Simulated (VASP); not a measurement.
Write the native input for VASP 6.6.1 that does the following.

| Property | Result |
| --- | --- |
| Task | single point |
| Functional | PBE |
| Potentials or basis | VASP PAW PBE potentials, release 64 (Au) |
| Cutoff | 520 eV |
| k mesh | 11 × 11 × 6 |
| Occupations | fermi-dirac, width 0.05 eV |
| Spin | no spin polarisation |
| Dipole correction | no |
| Further INCAR settings | ALGO = Fast; EDIFF = 1e-07; NBANDS = 18 |

The structure of Au lies in POSCAR:

```
Au
1.0
    2.9192058577      0.0000000000      0.0000000000
   -1.4596029289      2.5281064317      0.0000000000
    0.0000000000      0.0000000000      4.9123188227
Au
2
Direct
    0.6666666667      0.3333333333      0.2500000000
    0.3333333333      0.6666666667      0.7500000000
```

These files were run (other wordings do the same):

INCAR

```
ALGO = Fast ; EDIFF = 1E-7
ENCUT = 520 ; GGA = PE
ISIF = 2 ; ISMEAR = -1
LASPH = T ; LCHARG = F
LREAL = F ; LWAVE = F
NBANDS = 18 ; NELM = 80
PREC = Accurate ; SIGMA = 0.05
```

KPOINTS

```
k-points
0
Gamma
  11 11 6
```

Potentials or basis: VASP PAW PBE potentials, release 64 (Au).

The run is started by

```console
$ cat potpaw_PBE.64/Au/POTCAR > POTCAR
$ mpirun -np 1 vasp_std > vasp.out
```

It gave:

| Property | Result |
| --- | --- |
| Pressure | -1.2 GPa |
| Band gap on the k mesh | zero (band 11 reaches 12.04 eV, above the bottom of band 12 at 5.92 eV) |

Caveat: spin-orbit coupling is left out, which moves the levels of the heavy elements.

It took 41 s on 1 thread of Intel(R) Xeon(R) Platinum 8259CL CPU @ 2.50GHz (Skylake/Cascade Lake), on a shared host, peak memory 0.18 GiB.
